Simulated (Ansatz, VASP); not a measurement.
## Two plane-wave programs on CdTe

File POSCAR:

```
CdTe
1.0
    0.0000000000      3.2799551146      3.2799551146
    3.4111533192      0.0000000000      3.2799551146
    3.4111533192      3.2799551146      0.0000000000
Cd Te
1 1
Direct
    0.0000000000      0.0000000000      0.0000000000
    0.2500000000      0.2500000000      0.2500000000
```

File INCAR.step1:

```
SYSTEM = CdTe
PREC = Accurate
ENCUT = 520
ISMEAR = 0
SIGMA = 0.01
LREAL = .FALSE.
LASPH = .TRUE.
NELM = 60
NBANDS = 16
GGA = PE
ALGO = Normal
EDIFF = 1E-4
LWAVE = .TRUE.
LCHARG = .FALSE.
```

Contents of INCAR.step2:

```
SYSTEM = CdTe
PREC = Accurate
ENCUT = 520
EDIFF = 1E-7
ISMEAR = 0
SIGMA = 0.01
LREAL = .FALSE.
LASPH = .TRUE.
NELM = 60
ALGO = Normal
ISIF = 2
LWAVE = .FALSE.
LCHARG = .TRUE.
METAGGA = R2SCAN
LMIXTAU = .TRUE.
LELF = .TRUE.
LVHAR = .TRUE.
NBANDS = 16
ISTART = 1
```

KPOINTS

```
Automatic mesh
0
G
  6 6 6
  0 0 0
```

Input for Ansatz:

```yaml
crystal:
  lattice:
    - [0.0, 3.2799551146, 3.2799551146]
    - [3.4111533192, 0.0, 3.2799551146]
    - [3.4111533192, 3.2799551146, 0.0]
  atoms:
    - { symbol: Cd, position: [0.0, 0.0, 0.0] }
    - { symbol: Te, position: [0.25, 0.25, 0.25] }
kpoints:
  mp_grid: { grid: [6, 6, 6] }
  band_path:
    path:
      - [0.0, 0.0, 0.0]
      - [-0.5, -0.5, 0.0]
      - [-0.375, -0.375, 0.25]
      - [-0.375, 0.0, 0.375]
      - [0.0, 0.0, 0.5]
      - [-0.5, -0.25, 0.25]
    npoints: 1
hamiltonian:
  xc: r2scan
scf:
  occupations: { method: fixed }
  n_extra_bands: 4
output:
  forces: true
  stress: true
  eigenvalues: true
  write_density: true
  write_potential: true
  elf: true
  volumetric_format: npy
```

Change from the starting cell: uniaxial_x strain +4.0%.

Alike in both runs: task single point; functional r2SCAN; k mesh 6 × 6 × 6; no spin polarisation.

```csv
,VASP,Ansatz
version,VASP 6.6.1,Ansatz 0.2.0
potentials or method,"VASP PAW PBE potentials, release 64 (Cd, Te)","plane waves, PAW"
plane-wave cutoff (eV),520,500
occupations,"gaussian, width 0.01 eV",fixed
valence electrons in the cell,18,36
```

VASP gave:

- gap on the k mesh at the Fermi level (eV): 0.98
- pressure (GPa): -1.4
- traceless stress, the component that is largest in VASP (GPa): -0.51

Q: Which values does Ansatz return?

A: gap on the k mesh at the Fermi level (eV): 0.99; pressure (GPa): -1.5; traceless stress, the component that is largest in VASP (GPa): -0.51.

VASP's potentials were made for PBE, not for r2SCAN. VASP's potentials hold 18 valence electrons a cell and Ansatz's 36, so a difference there can come from the potentials and not from the codes.

Neither program's run includes spin-orbit coupling.
